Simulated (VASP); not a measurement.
# NaBe2 (P6/mmm) in VASP: a series of runs, part 2 of 2

VASP 6.6.1. The steps go on from the part before.

### Step 4. Relaxation of cell and atoms, PBE

This run uses another cell than the first one, of 16.68 Å³/atom, 1.698 times its volume.

INCAR reads:

```
SYSTEM = NaBe2
ALGO     = Normal         ! electronic algorithm
EDIFF    = 1E-6           ! SCF threshold, eV
EDIFFG   = -0.01          ! ionic threshold
ENCUT    = 600            ! plane-wave cutoff, eV
GGA      = PE             ! functional
IBRION   = 2              ! ionic algorithm
ISIF     = 3              ! what is computed and relaxed
ISMEAR   = 0              ! smearing method
LASPH    = .True.         ! aspherical terms in the spheres
LCHARG   = .False.        ! write CHGCAR
LREAL    = .False.        ! projectors in reciprocal space
LWAVE    = .False.        ! write WAVECAR
NELM     = 100            ! most SCF steps
NSW      = 100            ! ionic steps
PREC     = Accurate       ! precision mode
SIGMA    = 0.1            ! smearing width, eV
```

KPOINTS reads:

```
k-points
0
Gamma
  12 12 12
  0 0 0
```

POSCAR reads:

```
NaBe2
1.0
    3.9364123030      0.0000000000      0.0000000000
   -1.9682061515      3.4090330542      0.0000000000
    0.0000000000      0.0000000000      3.7292936910
Na Be
1 2
Direct
    0.0000000000      0.0000000000      0.0000000000
    0.3333333333      0.6666666667      0.5000000000
    0.6666666667      0.3333333333      0.5000000000
```

Potentials or basis: VASP PAW PBE potentials, release 64 (Na_pv, Be).

Command:

```sh
cat potpaw_PBE.64/Na_pv/POTCAR potpaw_PBE.64/Be/POTCAR > POTCAR
mpirun -np 1 vasp_std > vasp.out
```

OUTCAR:

```text
SYSTEM = NaBe2
   EDIFF = 1E-6
   EDIFFG = -0.01
   ENCUT = 600
   GGA = PE
   IBRION = 2
   ISIF = 3
   ISMEAR = 0
   LASPH = .True.
   LREAL = .False.
   NELM = 100
   NSW = 100
   PREC = Accurate

 ion  position               nearest neighbor table
   1  0.000  0.000  0.000-
   2  0.333  0.667  0.500-   3 2.27   3 2.27   3 2.27
   3  0.667  0.333  0.500-   2 2.27   2 2.27   2 2.27

  LATTYP: Found a hexagonal cell.
 ALAT       =     3.9364123030
 C/A-ratio  =     0.9473839131

  Lattice vectors:

 A1 = (   3.9364123030,   0.0000000000,   0.0000000000)
 A2 = (  -1.9682061515,   3.4090330542,   0.0000000000)
 A3 = (   0.0000000000,   0.0000000000,   3.7292936910)

Analysis of symmetry for initial positions (statically):
=====================================================================
 Subroutine PRICEL returns:
 Original cell was already a primitive cell.

 Routine SETGRP: Setting up the symmetry group for a
 hexagonal supercell.

 Subroutine GETGRP returns: Found 24 space group operations
 (whereof 24 operations were pure point group operations)
 out of a pool of 24 trial point group operations.

The static configuration has the point symmetry D_6h.

Analysis of symmetry for dynamics (positions and initial velocities):
=====================================================================
 Subroutine PRICEL returns:
 Original cell was already a primitive cell.

 Routine SETGRP: Setting up the symmetry group for a
 hexagonal supercell.

 Subroutine GETGRP returns: Found 24 space group operations
 (whereof 24 operations were pure point group operations)
 out of a pool of 24 trial point group operations.

The dynamic configuration has the point symmetry D_6h.

 Subroutine INISYM returns: Found 24 space group operations
 (whereof 24 operations are pure point group operations),
 and found     1 'primitive' translations

----------------------------------------------------------------------------------------

                                     Primitive cell

  volume of cell :      50.0447

  direct lattice vectors                    reciprocal lattice vectors
     3.936412303  0.000000000  0.000000000     0.254038430  0.146669156  0.000000000
    -1.968206152  3.409033054  0.000000000     0.000000000  0.293338312  0.000000000
     0.000000000  0.000000000  3.729293691     0.000000000  0.000000000  0.268147291

  length of vectors
     3.936412303  3.936412303  3.729293691     0.293338312  0.293338312  0.268147291

  position of ions in fractional coordinates (direct lattice)
     0.000000000  0.000000000  0.000000000
     0.333333333  0.666666667  0.500000000
     0.666666667  0.333333333  0.500000000

  ion indices of the primitive-cell ions
   primitive index   ion index
                 1           1
                 2           2
                 3           3

----------------------------------------------------------------------------------------

 KPOINTS: k-points

Automatic generation of k-mesh.
 Grid dimensions read from file:
[... 59 lines left out ...]
   ISPIN  =      1    spin polarized calculation?
   LNONCOLLINEAR =      F non collinear calculations
   LSORBIT =      F    spin-orbit coupling
   LASPH  =      T    aspherical Exc in radial PAW
   ENCUT  =  600.0 eV  44.10 Ry    6.64 a.u.   7.86  7.86  7.45*2*pi/ulx,y,z
   NELM   =    100;   NELMIN=  2; NELMDL= -5     # of ELM steps
   EDIFF  = 0.1E-05   stopping-criterion for ELM
   LREAL  =      F    real-space projection
   EDIFFG = -.1E-01   stopping-criterion for IOM
   NSW    =    100    number of steps for IOM
   IBRION =      2    ionic relax: 0-MD 1-quasi-New 2-CG
   NFREE  =      1    steps in history (QN), initial steepest desc. (CG)
   ISIF   =      3    stress and relaxation
   ISYM   =      2    0-nonsym 1-usesym 2-fastsym
   POTIM  = 0.5000    time-step for ionic-motion
   TEBEG  =    0.0;   TEEND  =   0.0 temperature during run
   PSTRESS=    0.0 pullay stress
   NELECT =      11.0000    total number of electrons
   NUPDOWN=      -1.0000    fix difference up-down
   EMIN   =  10.00;   EMAX   =-10.00  energy-range for DOS
   EFERMI =   0.00;   METHOD = LEGACY
   ISMEAR =     0;   SIGMA  =   0.10  broadening in eV -4-tet -1-fermi 0-gaus
   EFERMI_NEDOS =   21; number of points for ismear=-14 and -15
   IALGO  =     38    algorithm
   IMIX   =      4    mixing-type and parameters
     AMIX     =   0.40;   BMIX     =  1.00
     AMIX_MAG =   1.60;   BMIX_MAG =  1.00
  volume/ion in A,a.u.               =      16.68       112.57
  Fermi-wavevector in a.u.,A,eV,Ry     =   0.987991  1.867032 13.281000  0.976126
  Thomas-Fermi vector in A             =   2.119485
   LORBIT       =      0    0 simple, 1 ext, 2 COOP (PROOUT), +10 PAW based schemes
   GGA     = PE    functional components
   LHFCALC =     F    Hartree Fock is set to
   AEXX    =    0.0000 exact exchange contribution
   IVDW    =     0    specifies the selected vdW correction
   LEPSILON=     F    determine dielectric tensor
   LRPA    =     F    only Hartree local field effects (RPA)
 conjugate gradient relaxation of ions
 non-spin polarized calculation
 Gauss-broadening in eV      SIGMA  =   0.10
  energy-cutoff  :      600.00
  volume of cell :       50.04
 maximum number of plane-waves:      1695
 NGX is ok and might be reduce to    32
   NGX = 15   NGY = 15   NGZ = 15

--------------------------------------- Ionic step        1  -------------------------------------------

 number of electron      10.9999999 magnetization

 Free energy of the ion-electron system (eV)
  ---------------------------------------------------
  ext. energy  EPLUGINS =         0.00000000
  ---------------------------------------------------
  free energy    TOTEN  =        -6.30607779 eV

  energy without entropy =       -6.29804334  energy(sigma->0) =       -6.30206056

------------------------ aborting loop because EDIFF is reached ----------------------------------------

  FORCE on cell =-STRESS in cart. coord.  units (eV):
  Direction    XX          YY          ZZ          XY          YZ          ZX
  --------------------------------------------------------------------------------------
  -------------------------------------------------------------------------------------
  Total       -0.1290984     -0.1290984      0.1431945      0.0000000      0.0000000      0.0000000
  in kB       -4.1330738     -4.1330738      4.5843586      0.0000000      0.0000000      0.0000000
  external PRESSURE =      -1.2272630 kB  Pullay stress =       0.0000000 kB
[... 92 lines left out ...]
  FREE ENERGIE OF THE ION-ELECTRON SYSTEM (eV)
  ---------------------------------------------------
  free  energy   TOTEN  =        -6.3082665057 eV

  energy  without entropy=       -6.3001832237  energy(sigma->0) =       -6.30422486

[... ionic steps 4 to 9 ...]

--------------------------------------- Ionic step       10  -------------------------------------------

 number of electron      11.0000002 magnetization

------------------------ aborting loop because EDIFF is reached ----------------------------------------
[... 69 lines left out ...]
--------------------------------------- Ionic step       12  -------------------------------------------

 number of electron      11.0000005 magnetization

 Free energy of the ion-electron system (eV)
  ---------------------------------------------------
  ext. energy  EPLUGINS =         0.00000000
  ---------------------------------------------------
  free energy    TOTEN  =        -6.32426978 eV

  energy without entropy =       -6.31981020  energy(sigma->0) =       -6.32203999

 E-fermi :   1.5751     XC(G=0):  -8.2647

 val. band max:        1.5571255724   @ k =   0.4167   0.1667   0.5000
 cond. band min:       1.5801394449   @ k =   0.2500   0.1667   0.3333
 fundamental gap:      0.0230138725
 Fermi energy:         1.5750789518

 k-point     1 :       0.0000    0.0000    0.0000
  band No.  band energies     occupation
      1     -21.8155      2.00000
      2     -21.8155      2.00000
      3     -21.7959      2.00000
      4      -4.6765      2.00000
      5       2.0816      0.00000
      6       3.7569      0.00000
      7       3.7569      0.00000
      8       5.5244      0.00000
      9       7.6309      0.00000
[... 265 lines left out ...]
 k-point    24 :       0.3333    0.0000    0.0833
  band No.  band energies     occupation
      1     -21.8351      2.00000
      2     -21.8201      2.00000
      3     -21.7934      2.00000
      4      -3.3702      2.00000
      5       0.1843      2.00000
      6       2.3590      0.00000
      7       2.9320      0.00000
      8       6.2615      0.00000
      9       7.2007      0.00000

 [... further k-points ...]
[... 5 lines left out ...]
  --------------------------------------------------------------------------------------
  -------------------------------------------------------------------------------------
  Total       -0.0213708     -0.0213708     -0.0285308      0.0000000     -0.0000000      0.0000000
  in kB       -0.6556046     -0.6556046     -0.8752561      0.0000000     -0.0000000      0.0000000
  external PRESSURE =      -0.7288217 kB  Pullay stress =       0.0000000 kB
[... 18 lines left out ...]
  FREE ENERGIE OF THE ION-ELECTRON SYSTEM (eV)
  ---------------------------------------------------
  free  energy   TOTEN  =        -6.3242697762 eV

  energy  without entropy=       -6.3198101957  energy(sigma->0) =       -6.32203999

 reached required accuracy - stopping structural energy minimisation
```

Wall time 2.5 min (1 thread of AMD EPYC 9R45 (Zen 5), shared host); peak memory 0.2 GiB.

What came out:

* Free energy: -6.3243 eV
* Relaxed volume: 17.41 Å³/atom
* Relaxed cell: a = 3.815 Å, b = 3.815 Å, c = 4.143 Å, α = 90.00°, β = 90.00°, γ = 120.00°
* Space group after relaxing (to 0.05 Å): P6/mmm (No. 191)
* Energy gained by relaxing: 6.1 meV/atom
* Ionic steps: 12
* Pressure after relaxing: -0.1 GPa

Step by step:
| step | energy change (eV) | largest force (eV/Å) | pressure (GPa) | volume (Å³) |
| --- | --- | --- | --- | --- |
| 1 | 0.0000 | 0.0000 | -0.12 | 50.04 |
| 2 | -0.0008 | 0.0000 | -0.01 | 49.95 |
| 3 | -0.0022 | 0.0000 | 0.36 | 49.67 |
| 4 | -0.0023 | 0.0000 | 0.55 | 49.54 |
| 5 | -0.0029 | 0.0000 | 0.52 | 49.63 |
| 6 | -0.0046 | 0.0000 | 0.45 | 49.91 |
| 7 | -0.0084 | 0.0000 | 0.29 | 50.47 |
| 8 | -0.0162 | 0.0000 | 0.01 | 51.55 |
| 9 | -0.0117 | 0.0000 | -0.42 | 53.57 |
| 10 | -0.0181 | 0.0000 | -0.16 | 52.28 |
| 11 | -0.0181 | 0.0000 | 0.04 | 52.17 |
| 12 | -0.0182 | 0.0000 | -0.07 | 52.23 |

Final structure:
```cif
data_structure
_symmetry_space_group_name_H-M 'P 1'
_symmetry_Int_Tables_number 1
_cell_length_a 3.8154
_cell_length_b 3.8154
_cell_length_c 4.1428
_cell_angle_alpha 90.000
_cell_angle_beta 90.000
_cell_angle_gamma 120.000
_cell_volume 52.23
loop_
_atom_site_label
_atom_site_type_symbol
_atom_site_fract_x
_atom_site_fract_y
_atom_site_fract_z
_atom_site_occupancy
Na1 Na 0.00000 0.00000 0.00000 1
Be1 Be 0.33333 0.66667 0.50000 1
Be2 Be 0.66667 0.33333 0.50000 1
```

Levels at points of the mesh, in eV from the Fermi level:
```tsv
k point	band 3	band 4	band 5	band 6	band 7	band 8
(0.00, 0.00, 0.00)	-23.37	-6.25	0.51	2.18	2.18	3.95
(0.50, 0.00, 0.00)	-23.37	-3.62	-3.28	0.47	2.55	4.50
(0.00, 0.00, 0.50)	-23.38	-5.21	-2.86	2.50	2.50	6.34
(0.50, 0.00, 0.50)	-23.38	-2.84	-2.54	-0.28	0.73	1.23
```

### Step 5. The runs side by side

| task | cell | k mesh | cutoff (eV) | gap on the mesh (eV) | pressure (GPa) | relaxed volume (Å³/atom) |
| --- | --- | --- | --- | --- | --- | --- |
| relaxation of cell and atoms | relaxed from a = 3.129, b = 3.129, c = 3.475 Å, angles 90.0, 90.0, 120.0°, 3 atoms | 6 × 6 × 6 | 600 | none | -0.1 | 16.65 |
| single point | a = 3.815, b = 3.815, c = 4.128 Å, angles 90.0, 90.0, 120.0°, 3 atoms | 12 × 12 × 12 | 520 | none | 0.1 | - |
| relaxation of cell and atoms | relaxed from a = 3.936, b = 3.936, c = 3.729 Å, angles 90.0, 90.0, 120.0°, 3 atoms | 12 × 12 × 12 | 600 | none | -0.1 | 17.41 |

Alike in all rows: level PBE; potentials or basis VASP PAW PBE potentials, release 64 (Na_pv, Be); no spin polarisation; smearing gaussian 0.1 eV.

Caveats: some runs use coarse meshes; the volume moved by over 15 % at a fixed basis, so the end points are rough (some runs).

Total energies depend on the potentials used, so only differences within one code and one set of settings carry meaning.
